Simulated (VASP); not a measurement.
Runs of VASP 6.6.1 on WC. The structure is that of space group F-43m (No. 216), or close to it. The cells are those of the table. The cell was built from a structure type or drawn by symmetry, and may not be a known phase.

```csv
task,cell,k mesh,cutoff (eV),gap on the mesh (eV),pressure (GPa),relaxed volume (Å³/atom)
single point,"a = 3.323 Å, angles 60.0°, 2 atoms",6 × 6 × 6,520,none,0.6,-
relaxation of cell and atoms,"relaxed from a = 3.323 Å, angles 60.0°, 2 atoms",20 × 20 × 20,600,none,0.0,(b)
single point,"a = 3.322 Å, angles 60.0°, 2 atoms",20 × 20 × 20,520,none,0.7,-
relaxation of cell and atoms,"relaxed from a = 3.256 Å, angles 60.0°, 2 atoms",6 × 6 × 6,600,none,-0.1,(a)
single point,"a = 3.256 Å, angles 60.0°, 2 atoms",6 × 6 × 6,520,none,19.2,-
```

Alike in all rows: level PBE; potentials or basis VASP PAW PBE potentials, release 64 (W_sv, C); no spin polarisation; smearing gaussian 0.1 eV.

Question: Estimate the missing entries.

Answer: (a) 13.01; (b) 13.00.

Caveats: some runs use coarse meshes; spin-orbit coupling is left out, which moves the levels of the heavy elements.

A k mesh can miss the band edges, and the runs leave out spin-orbit coupling on W.

A gap of «none» marks levels without a gap at the run's occupations.
